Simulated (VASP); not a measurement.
# ZnS in VASP: settings compared, part 2 of 3

VASP 6.6.1. The steps go on from the part before.

## Step 3: Single point, PBE (strain +3.0%)

Contents of INCAR:

```
PREC = Accurate
ENCUT = 520
EDIFF = 1E-7
ISMEAR = -1
SIGMA = 0.02
LREAL = False
LASPH = True
NELM = 80
ALGO = Normal
ISIF = 2
LWAVE = False
LCHARG = False
GGA = PE
NBANDS = 16
```

Contents of KPOINTS:

```
regular mesh
0
Gamma
  8 8 8
```

Contents of POSCAR:

```
ZnS
1.0
    0.0000000000      2.7749084084      2.7749084084
    2.7749084084      0.0000000000      2.7749084084
    2.7749084084      2.7749084084      0.0000000000
Zn S
1 1
Direct
    0.0000000000      0.0000000000      0.0000000000
    0.2500000000      0.2500000000      0.2500000000
```

Potentials or basis: VASP PAW PBE potentials, release 64 (Zn, S).

Command:

```bash
> cat potpaw_PBE.64/Zn/POTCAR potpaw_PBE.64/S/POTCAR > POTCAR
> mpirun -np 1 vasp_std > vasp.out
```

OUTCAR:

```text
PREC = Accurate
   ENCUT = 520
   EDIFF = 1E-7
   ISMEAR = -1
   LREAL = False
   LASPH = True
   NELM = 80
   ISIF = 2
   GGA = PE

 ion  position               nearest neighbor table
   1  0.000  0.000  0.000-   2 2.40   2 2.40   2 2.40   2 2.40
   2  0.250  0.250  0.250-   1 2.40   1 2.40   1 2.40   1 2.40

  LATTYP: Found a face centered cubic cell.
 ALAT       =     5.5498168168

  Lattice vectors:

 A1 = (   0.0000000000,   2.7749084084,   2.7749084084)
 A2 = (   2.7749084084,   0.0000000000,   2.7749084084)
 A3 = (   2.7749084084,   2.7749084084,   0.0000000000)

Analysis of symmetry for initial positions (statically):
=====================================================================
 Subroutine PRICEL returns:
 Original cell was already a primitive cell.

 Routine SETGRP: Setting up the symmetry group for a
 face centered cubic supercell.

 Subroutine GETGRP returns: Found 24 space group operations
 (whereof 24 operations were pure point group operations)
 out of a pool of 48 trial point group operations.

The static configuration has the point symmetry T_d .

Analysis of symmetry for dynamics (positions and initial velocities):
=====================================================================
 Subroutine PRICEL returns:
 Original cell was already a primitive cell.

 Routine SETGRP: Setting up the symmetry group for a
 face centered cubic supercell.

 Subroutine GETGRP returns: Found 24 space group operations
 (whereof 24 operations were pure point group operations)
 out of a pool of 48 trial point group operations.

The dynamic configuration has the point symmetry T_d .

 Subroutine INISYM returns: Found 24 space group operations
 (whereof 24 operations are pure point group operations),
 and found     1 'primitive' translations

----------------------------------------------------------------------------------------

                                     Primitive cell

  volume of cell :      42.7342

  direct lattice vectors                    reciprocal lattice vectors
     0.000000000  2.774908408  2.774908408    -0.180186127  0.180186127  0.180186127
     2.774908408  0.000000000  2.774908408     0.180186127 -0.180186127  0.180186127
     2.774908408  2.774908408  0.000000000     0.180186127  0.180186127 -0.180186127

  length of vectors
     3.924313106  3.924313106  3.924313106     0.312091527  0.312091527  0.312091527

  position of ions in fractional coordinates (direct lattice)
     0.000000000  0.000000000  0.000000000
     0.250000000  0.250000000  0.250000000

  ion indices of the primitive-cell ions
   primitive index   ion index
                 1           1
                 2           2

----------------------------------------------------------------------------------------

 KPOINTS: regular mesh

Automatic generation of k-mesh.
 Grid dimensions read from file:
 generate k-points for:    8    8    8

 Generating k-lattice:

  Cartesian coordinates                     Fractional coordinates (reciprocal lattice)
    -0.022523266  0.022523266  0.022523266     0.125000000  0.000000000  0.000000000
     0.022523266 -0.022523266  0.022523266     0.000000000  0.125000000  0.000000000
     0.022523266  0.022523266 -0.022523266     0.000000000  0.000000000  0.125000000

  Length of vectors
     0.039011441  0.039011441  0.039011441

  Shift w.r.t. Gamma in fractional coordinates (k-lattice)
     0.000000000  0.000000000  0.000000000

 Subroutine IBZKPT returns following result:
 ===========================================

 Found     29 irreducible k-points:

 Following reciprocal coordinates:
            Coordinates               Weight
  0.000000  0.000000  0.000000      1.000000
  0.125000  0.000000  0.000000      8.000000
  0.250000  0.000000  0.000000      8.000000
  0.375000  0.000000  0.000000      8.000000
  0.500000  0.000000  0.000000      4.000000
  0.125000  0.125000  0.000000      6.000000
[... 16 lines left out ...]
  0.500000  0.250000  0.125000     48.000000
 -0.375000  0.250000  0.125000     24.000000
 [... further k-points ...]
   k-points           NKPTS =     29   k-points in BZ     NKDIM =     29   number of bands    NBANDS=     16
   number of dos      NEDOS =    301   number of ions     NIONS =      2
   total plane-waves  NPLWV =  27000
   dimension x,y,z NGX =    30 NGY =   30 NGZ =   30
   dimension x,y,z NGXF=    60 NGYF=   60 NGZF=   60
   ions per type =               1   1
   NGX,Y,Z   is equivalent  to a cutoff of  12.71, 12.71, 12.71 a.u.
   NGXF,Y,Z  is equivalent  to a cutoff of  25.42, 25.42, 25.42 a.u.
 SYSTEM =  unknown system
   PREC   = accura    normal or accurate (medium, high low for compatibility)
   ISTART =      0    job   : 0-new  1-cont  2-samecut
   ICHARG =      2    charge: 1-file 2-atom 10-const
   ISPIN  =      1    spin polarized calculation?
   LNONCOLLINEAR =      F non collinear calculations
   LSORBIT =      F    spin-orbit coupling
   LASPH  =      T    aspherical Exc in radial PAW
   ENCUT  =  520.0 eV  38.22 Ry    6.18 a.u.   7.30  7.30  7.30*2*pi/ulx,y,z
   NELM   =     80;   NELMIN=  2; NELMDL= -5     # of ELM steps
   EDIFF  = 0.1E-06   stopping-criterion for ELM
   LREAL  =      F    real-space projection
   EDIFFG = 0.1E-05   stopping-criterion for IOM
   NSW    =      0    number of steps for IOM
   IBRION =     -1    ionic relax: 0-MD 1-quasi-New 2-CG
   NFREE  =      0    steps in history (QN), initial steepest desc. (CG)
   ISIF   =      2    stress and relaxation
   ISYM   =      2    0-nonsym 1-usesym 2-fastsym
   POTIM  = 0.5000    time-step for ionic-motion
   TEBEG  =    0.0;   TEEND  =   0.0 temperature during run
   PSTRESS=    0.0 pullay stress
   NELECT =      18.0000    total number of electrons
   NUPDOWN=      -1.0000    fix difference up-down
   EMIN   =  10.00;   EMAX   =-10.00  energy-range for DOS
   EFERMI =   0.00;   METHOD = LEGACY
   ISMEAR =    -1;   SIGMA  =   0.02  broadening in eV -4-tet -1-fermi 0-gaus
   EFERMI_NEDOS =   21; number of points for ismear=-14 and -15
   IALGO  =     38    algorithm
   IMIX   =      4    mixing-type and parameters
     AMIX     =   0.40;   BMIX     =  1.00
     AMIX_MAG =   1.60;   BMIX_MAG =  1.00
  volume/ion in A,a.u.               =      21.37       144.19
  Fermi-wavevector in a.u.,A,eV,Ry     =   1.227176  2.319027 20.489858  1.505962
  Thomas-Fermi vector in A             =   2.362150
   LORBIT       =      0    0 simple, 1 ext, 2 COOP (PROOUT), +10 PAW based schemes
   GGA     = PE    functional components
   LHFCALC =     F    Hartree Fock is set to
   AEXX    =    0.0000 exact exchange contribution
   IVDW    =     0    specifies the selected vdW correction
   LEPSILON=     F    determine dielectric tensor
   LRPA    =     F    only Hartree local field effects (RPA)
 non-spin polarized calculation
  energy-cutoff  :      520.00
  volume of cell :       42.73
 maximum number of plane-waves:      1174
 NGX is ok and might be reduce to    30
   NGX = 15   NGY = 15   NGZ = 15

 number of electron      17.9999986 magnetization

 Free energy of the ion-electron system (eV)
  ---------------------------------------------------
  ext. energy  EPLUGINS =         0.00000000
  ---------------------------------------------------
  free energy    TOTEN  =        -6.82665626 eV

  energy without entropy =       -6.82665626  energy(sigma->0) =       -6.82665626

 E-fermi :   1.7713     XC(G=0):  -9.2592

 val. band max:        1.3971895607   @ k =   0.0000   0.0000   0.0000
 cond. band min:       3.1690457768   @ k =   0.0000   0.0000   0.0000
 fundamental gap:      1.7718562161
 Fermi energy:         1.7712661432

 k-point     1 :       0.0000    0.0000    0.0000
  band No.  band energies     occupation
      1     -11.2194      2.00000
      2      -4.6598      2.00000
      3      -4.6598      2.00000
      4      -4.6598      2.00000
      5      -4.2514      2.00000
      6      -4.2514      2.00000
[... 8 lines left out ...]
     15      13.0596      0.00000
     16      13.0596      0.00000

 k-point     2 :       0.1250    0.0000    0.0000
  band No.  band energies     occupation
      1     -11.1185      2.00000
      2      -4.6525      2.00000
      3      -4.6422      2.00000
      4      -4.6422      2.00000
      5      -4.2526      2.00000
      6      -4.2526      2.00000
[... 8 lines left out ...]
     15      12.5003      0.00000
     16      13.6232      0.00000
[... 387 lines left out ...]
      5      -4.2347      2.00000
      6      -4.1801      2.00000
[... 8 lines left out ...]
     15      14.7437      0.00000
     16      15.4039      0.00000

 k-point    24 :      -0.3750    0.2500    0.1250
  band No.  band energies     occupation
      1     -10.3025      2.00000
      2      -4.5451      2.00000
      3      -4.5035      2.00000
      4      -4.2857      2.00000
      5      -4.2396      2.00000
      6      -4.0216      2.00000
[... 8 lines left out ...]
     15      14.5508      0.00000
     16      15.2950      0.00000

 [... further k-points ...]
[... 5 lines left out ...]
  --------------------------------------------------------------------------------------
  -------------------------------------------------------------------------------------
  Total       -0.9113269     -0.9113269     -0.9113269     -0.0000000      0.0000000     -0.0000000
  in kB      -34.1671542    -34.1671542    -34.1671542     -0.0000000      0.0000000     -0.0000000
  external PRESSURE =     -34.1671542 kB  Pullay stress =       0.0000000 kB

 VOLUME and BASIS-vectors are now :
 -----------------------------------------------------------------------------
  energy-cutoff  :      520.00
  volume of cell :       42.73
      direct lattice vectors                 reciprocal lattice vectors
     0.000000000  2.774908408  2.774908408    -0.180186127  0.180186127  0.180186127
     2.774908408  0.000000000  2.774908408     0.180186127 -0.180186127  0.180186127
     2.774908408  2.774908408  0.000000000     0.180186127  0.180186127 -0.180186127

 POSITION                                       TOTAL-FORCE (eV/Angst)
 -----------------------------------------------------------------------------------
      0.00000      0.00000      0.00000        -0.000000     -0.000000     -0.000000
      1.38745      1.38745      1.38745         0.000000      0.000000      0.000000
 -----------------------------------------------------------------------------------
    total drift:                               -0.000000     -0.000000     -0.000000

  FREE ENERGIE OF THE ION-ELECTRON SYSTEM (eV)
  ---------------------------------------------------
  free  energy   TOTEN  =        -6.8266562616 eV

  energy  without entropy=       -6.8266562616  energy(sigma->0) =       -6.82665626
```

stdout:

```text
POSCAR found type information on POSCAR ZnS
 POSCAR found :  2 types and       2 ions
 scaLAPACK will be used
 LDA part: xc-table for (Slater+PW92), standard interpolation
 POSCAR, INCAR and KPOINTS ok, starting setup
 FFT: planning ... GRIDC
 FFT: planning ... GRID_SOFT
 FFT: planning ... GRID
 WAVECAR not read
 entering main loop
```

Run time: 12 s. Hardware: 1 thread of Intel Xeon Platinum 8559C (Emerald Rapids), shared host; peak memory 0.17 GiB.

What came out:

```
Free energy            : -6.8267 eV
Pressure               : -3.4 GPa
Band gap on the k mesh : 1.77 eV, direct
```

Levels at points of the mesh, in eV from the valence-band top:
```csv
k point,band 7,band 8,band 9,band 10,band 11,band 12
"(0.00, 0.00, 0.00)",0.00,0.00,0.00,1.77,6.44,6.44
"(0.50, 0.00, 0.00)",-4.79,-0.76,-0.76,3.15,6.96,6.96
"(0.50, 0.50, 0.00)",-4.25,-1.94,-1.94,3.58,4.05,10.44
```

Caveat: the cell differs from its parent crystal (strain +3.0%).

## Step 4: Single point, r2SCAN (strain -3.0%)

Contents of POSCAR:

```
ZnS
1.0
    0.0000000000      2.6132632584      2.6132632584
    2.6132632584      0.0000000000      2.6132632584
    2.6132632584      2.6132632584      0.0000000000
Zn S
1 1
Direct
    0.0000000000      0.0000000000      0.0000000000
    0.2500000000      0.2500000000      0.2500000000
```

Contents of INCAR.step1:

```
PREC     = Accurate       # precision mode
ENCUT    = 520            # plane-wave cutoff, eV
ISMEAR   = 0              # smearing method
SIGMA    = 0.01           # smearing width, eV
LREAL    = False          # projectors in reciprocal space
LASPH    = True           # aspherical terms in the spheres
NELM     = 80             # most SCF steps
NBANDS   = 16             # bands
GGA      = PE             # functional
ALGO     = Normal         # electronic algorithm
EDIFF    = 1E-4           # SCF threshold, eV
LWAVE    = True           # write WAVECAR
LCHARG   = False          # write CHGCAR
```

Contents of INCAR.step2:

```
PREC     = Accurate       # precision mode
ENCUT    = 520            # plane-wave cutoff, eV
EDIFF    = 1E-6           # SCF threshold, eV
ISMEAR   = 0              # smearing method
SIGMA    = 0.01           # smearing width, eV
LREAL    = False          # projectors in reciprocal space
LASPH    = True           # aspherical terms in the spheres
NELM     = 80             # most SCF steps
ALGO     = Normal         # electronic algorithm
ISIF     = 2              # what is computed and relaxed
LWAVE    = False          # write WAVECAR
LCHARG   = True           # write CHGCAR
METAGGA  = R2SCAN         # meta-GGA
LMIXTAU  = True         
LELF     = True           # ELF
LVHAR    = True         
NBANDS   = 16             # bands
ISTART   = 1
```

Contents of KPOINTS:

```
Automatic mesh
0
Gamma
  8 8 8
```

Command:

```bash
> cat potpaw_PBE.64/Zn/POTCAR potpaw_PBE.64/S/POTCAR > POTCAR
> cp INCAR.step1 INCAR
> mpirun -np 1 vasp_std > vasp.out
> cp INCAR.step2 INCAR
> mpirun -np 1 vasp_std > vasp.out
```

Run time: 37 s. Hardware: 1 thread of Intel Xeon Platinum 8559C (Emerald Rapids), shared host; peak memory 0.16 GiB.

The run converged. Its results:

* Free energy: -18.7793 eV
* Pressure: 8.9 GPa
* Band gap on the k mesh: 3.16 eV, direct

Levels at points of the mesh, in eV from the valence-band top:
```csv
k point,band 6,band 7,band 8,band 9,band 10,band 11,band 12,band 13
"(0.00, 0.00, 0.00)",-6.28,0.00,0.00,0.00,3.16,6.80,6.80,6.80
"(0.50, 0.00, 0.00)",-6.18,-5.99,-1.05,-1.05,4.01,7.30,7.30,9.79
"(0.50, 0.50, 0.00)",-6.03,-5.03,-2.68,-2.68,3.49,4.42,12.59,13.53
```

Caveat: the cell differs from its parent crystal (strain -3.0%); the PAW data sets were made with another functional, which shifts forces and pressure a little.

## Step 5: Single point, r2SCAN (strain +3.0%)

Contents of POSCAR:

```
ZnS
1.0
    0.0000000000      2.7749084084      2.7749084084
    2.7749084084      0.0000000000      2.7749084084
    2.7749084084      2.7749084084      0.0000000000
Zn S
1 1
Direct
    0.0000000000      0.0000000000      0.0000000000
    0.2500000000      0.2500000000      0.2500000000
```

Contents of INCAR.step1:

```
PREC = Accurate
ENCUT = 520
ISMEAR = 0
SIGMA = 0.01
LREAL = False
LASPH = True
NELM = 100
NBANDS = 16
GGA = PE
ALGO = Normal
EDIFF = 1E-4
LWAVE = True
LCHARG = False
```

Contents of INCAR.step2:

```
PREC = Accurate
ENCUT = 520
EDIFF = 1E-6
ISMEAR = 0
SIGMA = 0.01
LREAL = False
LASPH = True
NELM = 100
ALGO = Normal
ISIF = 2
LWAVE = False
LCHARG = False
METAGGA = R2SCAN
LMIXTAU = True
NBANDS = 16
ISTART = 1
```

Contents of KPOINTS:

```
regular mesh
0
Gamma
  8 8 8
```

Command:

```bash
> cat potpaw_PBE.64/Zn/POTCAR potpaw_PBE.64/S/POTCAR > POTCAR
> cp INCAR.step1 INCAR
> mpirun -np 1 vasp_std > vasp.out
> cp INCAR.step2 INCAR
> mpirun -np 1 vasp_std > vasp.out
```

It took 43 s on 1 thread of Intel Xeon Platinum 8559C (Emerald Rapids), shared host; peak memory 0.17 GiB.

The run converged. Its results:

* Free energy: -18.7969 eV
* Pressure: -5.7 GPa
* Band gap on the k mesh: 2.31 eV, direct

Levels at points of the mesh, in eV from the valence-band top:
| k point | band 5 | band 6 | band 7 | band 8 | band 9 | band 10 | band 11 | band 12 | band 13 | band 14 |
| --- | --- | --- | --- | --- | --- | --- | --- | --- | --- | --- |
| (0.00, 0.00, 0.00) | -5.77 | -5.77 | 0.00 | 0.00 | 0.00 | 2.31 | 6.95 | 6.95 | 6.95 | 12.04 |
| (0.50, 0.00, 0.00) | -5.75 | -5.60 | -4.87 | -0.78 | -0.77 | 3.64 | 7.43 | 7.43 | 9.08 | 12.45 |
| (0.50, 0.50, 0.00) | -5.71 | -5.59 | -4.30 | -2.00 | -2.00 | 3.89 | 4.47 | 11.17 | 12.26 | 12.26 |

Caveat: the cell differs from its parent crystal (strain +3.0%); the PAW data sets were made with another functional, which shifts forces and pressure a little.

[end of part 2 of 3]
